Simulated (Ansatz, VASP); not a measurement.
One calculation of SnO, two programs

```
CELL_PARAMETERS angstrom
4.15825 0.00000 0.00000
0.00000 3.44575 0.00000
0.00000 0.00000 4.83600
ATOMIC_POSITIONS crystal
Sn 0.00000 0.50000 0.23850
Sn 0.50000 0.00000 0.76150
O 0.00000 0.00000 0.00000
O 0.50000 0.50000 0.00000
```

Change from the starting cell: strain +0.0937 x Voigt [1, -1, 0, 0, 0, 0], atoms carried along.

Alike in both runs: task single point; functional PBEsol; k mesh 12 × 12 × 10; occupations gaussian, width 0.15 eV; no spin polarisation.

|  | VASP | Ansatz |
| --- | --- | --- |
| version | VASP 6.6.1 | Ansatz 0.2.0 |
| potentials or method | VASP PAW PBE potentials, release 64 (Sn_d, O), cutoff 520 eV | scalar-relativistic, plane waves, PAW |
| valence electrons in the cell | 40 | 40 |

```tsv
	VASP	Ansatz	Ansatz less VASP
gap on the k mesh at the Fermi level (eV)	none	none	-
pressure (GPa)	4.3	4.0	-0.30
traceless stress, the component that is largest in VASP (GPa)	7.67	7.44	-0.227
rms of the force components (eV/Å)	0.700	0.662	-0.0378
```

VASP's potentials were made for PBE, not for PBEsol. Atom by atom the forces differ by 0.043 eV/Å (rms over components). A gap of «none» marks a metal or a gap that the smearing closes.
